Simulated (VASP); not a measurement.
La2O3, 5 atoms in the cell. Symmetry: P321, No. 150, trigonal system. The conventional cell has a = 6.495 Å, b = 6.495 Å, c = 3.354 Å, α = 90.00°, β = 90.00°, γ = 120.00°. Within 3.4 Å of La (site symmetry 3) lie 6 O at 2.51 to 2.52 Å and 2 La at 3.35 Å. O (site symmetry 2) has 4 La at 2.51 to 2.52 Å and 6 O at 3.25 to 3.35 Å within 3.4 Å. 

| Property | Result |
| --- | --- |
| Program | VASP 6.6.1 |
| Task | single point |
| Functional | LDA |
| Potentials or basis | VASP PAW LDA potentials, release 64 (La, O) |
| Cutoff | 520 eV |
| k mesh | 5 × 5 × 8 |
| Occupations | fermi-dirac, width 0.05 eV |
| Spin | no spin polarisation |
| Dipole correction | no |
| Further INCAR settings | ALGO = Normal; EDIFF = 1e-07; NBANDS = 28 |

Potentials or basis: VASP PAW LDA potentials, release 64 (La, O).

Command:

```bash
$ cat potpaw_LDA.64/La/POTCAR potpaw_LDA.64/O/POTCAR > POTCAR
$ mpirun -np 1 vasp_std > vasp.out
```

Hardware: 1 thread of Intel Xeon 8259CL, on a shared host.

**Question.** Estimate the wall time of this run.

**Answer.** Run time: 3.7 min on 1 thread of Intel Xeon 8259CL, with other jobs on the host, peak memory 0.27 GiB. Counts: scf iterations 17, k points 31.
